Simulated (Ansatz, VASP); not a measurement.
**Two plane-wave programs on Ti**

Contents of POSCAR:

```
Ti
1.0
    2.9357319200      0.0000000000      0.0000000000
   -1.4678659600      2.5424184200      0.0000000000
    0.0000000000      0.0000000000      4.6408561500
Ti
2
Direct
    0.3333333300      0.6666666700      0.2500000000
    0.6666666700      0.3333333300      0.7500000000
```

Contents of INCAR.step1:

```
  PREC = Accurate
  ENCUT = 600
  ISMEAR = 0
  SIGMA = 0.1
  LREAL = F
  LASPH = T
  NELM = 80
  GGA = PE
  ALGO = Normal
  EDIFF = 1E-4
  LWAVE = T
  LCHARG = F
```

File INCAR.step2:

```
  PREC = Accurate
  ENCUT = 600
  EDIFF = 1E-6
  ISMEAR = 0
  SIGMA = 0.1
  LREAL = F
  LASPH = T
  NELM = 80
  ALGO = Normal
  ISIF = 3
  LWAVE = F
  LCHARG = F
  METAGGA = R2SCAN
  LMIXTAU = T
  IBRION = 2
  NSW = 100
  EDIFFG = -0.002
  ISTART = 1
```

The input KPOINTS:

```
Automatic mesh
0
Gamma
  15 15 8
```

Input for Ansatz:

```yaml
crystal:
  lattice:
    - [2.93573192, 0.0, 0.0]
    - [-1.46786596, 2.54241842, 0.0]
    - [0.0, 0.0, 4.64085615]
  atoms:
    - { symbol: Ti, position: [0.33333333, 0.66666667, 0.25] }
    - { symbol: Ti, position: [0.66666667, 0.33333333, 0.75] }
basis:
  ecutwfc: 500
kpoints:
  mp_grid: { grid: [15, 15, 8] }
hamiltonian:
  xc: r2scan
  pseudopotentials: { kind: paw, azcp: { folder: soft_1 } }
scf:
  occupations: { method: gaussian, width: 0.1 }
output:
  forces: true
  stress: true
  eigenvalues: true
relax:
  adjacent_minimum: "off"
  f_tol: 0.002
  max_steps: 80
  cell: { stress_tol: 0.02 }
```

Alike in both runs: task relaxation of cell and atoms; functional r2SCAN; k mesh 15 × 15 × 8; occupations gaussian, width 0.1 eV; no spin polarisation.

|  | VASP | Ansatz |
| --- | --- | --- |
| version | VASP 6.6.1 | Ansatz 0.2.0 |
| potentials or method | VASP PAW PBE potentials, release 64 (Ti_sv), cutoff 600 eV | scalar-relativistic, plane waves, PAW |
| valence electrons in the cell | 24 | 24 |

```tsv
	VASP	Ansatz	Ansatz less VASP
gap on the k mesh at the Fermi level, each at its own relaxed structure (eV)	none	none	-
relaxed volume (Å³/atom)	17.37	17.31	-0.053
relaxed length of the cell vector where the two differ most in proportion (Å)	4.644	4.638	-0.0057
```

VASP's potentials were made for PBE, not for r2SCAN. A gap of «none» marks a metal or a gap that the smearing closes.
